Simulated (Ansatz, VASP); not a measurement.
# Two plane-wave programs on Zr6H

Contents of INCAR:

```
SYSTEM = Zr6H
PREC     = Accurate       ! precision mode
ENCUT    = 520            ! plane-wave cutoff, eV
EDIFF    = 1E-6           ! SCF threshold, eV
ISMEAR   = 0              ! smearing method
SIGMA    = 0.1            ! smearing width, eV
LREAL    = .FALSE.        ! projectors in reciprocal space
LASPH    = .TRUE.         ! aspherical terms in the spheres
NELM     = 80             ! most SCF steps
ALGO     = Normal         ! electronic algorithm
ISIF     = 2              ! what is computed and relaxed
LWAVE    = .FALSE.        ! write WAVECAR
LCHARG   = .FALSE.        ! write CHGCAR
GGA      = PE             ! functional
NBANDS   = 46             ! bands
```

KPOINTS

```
regular mesh
0
G
  4 4 4
  0 0 0
```

File POSCAR:

```
Zr6H
1.0
   -2.7188629099      4.1614719711      3.1052516920
    2.7188629099     -4.1614719711      3.1052516920
    2.7188629099      4.1614719711     -3.1052516920
Zr H
6 1
Direct
    0.2500000000      0.2500000000      0.0000000000
    0.7500000000      0.7500000000      0.0000000000
    0.3230926161      0.0772598066      0.4003524227
    0.8230926161      0.4227401934      0.2458328095
    0.6769073839      0.9227401934      0.5996475773
    0.1769073839      0.5772598066      0.7541671905
    0.2500000000      0.7500000000      0.5000000000
```

Input for Ansatz:

```yaml
crystal:
  lattice:
    - [-2.7188629099, 4.1614719711, 3.105251692]
    - [2.7188629099, -4.1614719711, 3.105251692]
    - [2.7188629099, 4.1614719711, -3.105251692]
  atoms:
    - { symbol: Zr, position: [0.25, 0.25, 0.0] }
    - { symbol: Zr, position: [0.75, 0.75, 0.0] }
    - { symbol: Zr, position: [0.3230926161, 0.0772598066, 0.4003524227] }
    - { symbol: Zr, position: [0.8230926161, 0.4227401934, 0.2458328095] }
    - { symbol: Zr, position: [0.6769073839, 0.9227401934, 0.5996475773] }
    - { symbol: Zr, position: [0.1769073839, 0.5772598066, 0.7541671905] }
    - { symbol: H, position: [0.25, 0.75, 0.5] }
basis:
  ecutwfc: 420
kpoints:
  mp_grid: { grid: [4, 4, 4] }
hamiltonian:
  xc: pbe
scf:
  occupations: { method: gaussian, width: 0.1 }
output:
  forces: true
  stress: true
  eigenvalues: true
```

Alike in both runs: task single point; functional PBE; k mesh 4 × 4 × 4; occupations gaussian, width 0.1 eV; no spin polarisation.

```csv
,VASP,Ansatz
version,VASP 6.6.1,Ansatz 0.2.0
potentials or method,"VASP PAW PBE potentials, release 64 (Zr_sv, H), cutoff 520 eV","scalar-relativistic, plane waves, PAW"
valence electrons in the cell,73,73
```

|  | VASP | Ansatz | Ansatz less VASP |
| --- | --- | --- | --- |
| gap on the k mesh at the Fermi level (eV) | none | none | - |
| pressure (GPa) | 1.0 | 1.0 | -0.02 |
| traceless stress, the component that is largest in VASP (GPa) | 0.17 | 0.16 | -0.001 |
| rms of the force components (eV/Å) | 0.091 | 0.091 | -0.0007 |

Atom by atom the forces differ by 0.001 eV/Å (rms over components). A gap of «none» marks a metal or a gap that the smearing closes.

The k mesh is coarse, so the values compare programs but aren't converged.
